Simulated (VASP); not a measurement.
Crystal: Ba2SrRe.

```
CELL_PARAMETERS angstrom
4.26147 0.00000 0.00000
-2.13074 3.69054 0.00000
0.00000 0.00000 12.59987
ATOMIC_POSITIONS crystal
Ba 0.33333 0.66667 0.28391
Ba 0.33333 0.66667 0.71609
Sr 0.00000 0.00000 0.00000
Re 0.00000 0.00000 0.50000
```

The cell was generated, and may not be a known phase.

- Program: VASP 6.6.1
- Task: relaxation of cell and atoms
- Functional: PBE
- Potentials or basis: VASP PAW PBE potentials, release 64 (Ba_sv, Sr_sv, Re_sv_GW)
- Cutoff: 560 eV
- k mesh: 6 × 6 × 2
- Occupations: gaussian, width 0.1 eV
- Spin: no spin polarisation

At the start: pressure -3.6 GPa; volume 49.54 Å³/atom.

Where does the relaxation end?

Over 11 steps the energy falls by 342.3 meV/atom and the volume is 42.14 Å³/atom (-14.9 %); space group P-6m2 (No. 187, to 0.1 Å) before and after.

Step by step:
```csv
step,energy change (eV),largest force (eV/Å),pressure (GPa),volume (Å³)
1,0.0000,1.5869,-3.64,198.16
2,-0.8399,1.4666,-1.94,167.51
3,-1.0423,0.8630,1.19,147.24
4,-1.0455,0.9406,0.80,149.13
5,-1.1544,0.6681,0.93,151.05
6,-1.2927,0.0227,1.38,155.87
7,-1.2983,0.1867,1.52,157.07
8,-1.3555,0.0907,-0.40,172.27
9,-1.3574,0.0457,-0.14,169.76
10,-1.3631,0.0305,-0.09,169.49
11,-1.3694,0.0047,0.05,168.56
```

Final structure:
```yaml
crystal:
  lattice:
    - [3.98903, 0.00000, 0.00000]
    - [-1.99451, 3.45460, 0.00000]
    - [0.00000, 0.00000, 12.23146]
  atoms:
    - { symbol: Ba, position: [0.33333, 0.66667, 0.32082] }
    - { symbol: Ba, position: [0.33333, 0.66667, 0.67918] }
    - { symbol: Sr, position: [0.00000, 0.00000, 0.00000] }
    - { symbol: Re, position: [0.00000, 0.00000, 0.50000] }
```
